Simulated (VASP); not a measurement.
## La: single point with LDA

Crystal: La.

```
CELL_PARAMETERS angstrom
3.79935 0.00000 0.00000
-1.89967 3.29033 0.00000
0.00000 0.00000 6.14988
ATOMIC_POSITIONS crystal
La 0.66667 0.33333 0.75000
La 0.33333 0.66667 0.25000
```

```
Program                : VASP 6.6.1
Task                   : single point
Functional             : LDA
Potentials or basis    : VASP PAW LDA potentials, release 64 (La)
Cutoff                 : 520 eV
k mesh                 : 8 × 8 × 5
Occupations            : fermi-dirac, width 0.05 eV
Spin                   : no spin polarisation
Dipole correction      : no
Further INCAR settings : ALGO = Fast; EDIFF = 1e-06; NBANDS = 18
```

| Property | Result |
| --- | --- |
| Pressure | -3.7 GPa |
| Band gap on the k mesh | zero (band 11 reaches 8.30 eV, above the bottom of band 12 at 7.15 eV) |

Stress tensor (GPa, compression positive):
```
-3.54  0.00  0.00
 0.00 -3.54  0.00
 0.00  0.00 -3.90
```

Levels at points of the mesh, in eV from the Fermi level:
| k point | band 8 | band 9 | band 10 | band 11 | band 12 | band 13 | band 14 | band 15 |
| --- | --- | --- | --- | --- | --- | --- | --- | --- |
| (0.00, 0.00, 0.00) | -15.83 | -3.21 | -1.72 | 0.98 | 1.27 | 1.28 | 1.32 | 1.40 |
| (0.50, 0.00, 0.00) | -16.01 | -1.51 | -1.16 | -1.06 | 1.08 | 1.19 | 1.21 | 1.27 |

It took 100 s on 1 thread of Intel(R) Xeon(R) 6975P-C (Granite Rapids), on a shared host, peak memory 0.19 GiB.

Caveat: spin-orbit coupling is left out, which moves the levels of the heavy elements.
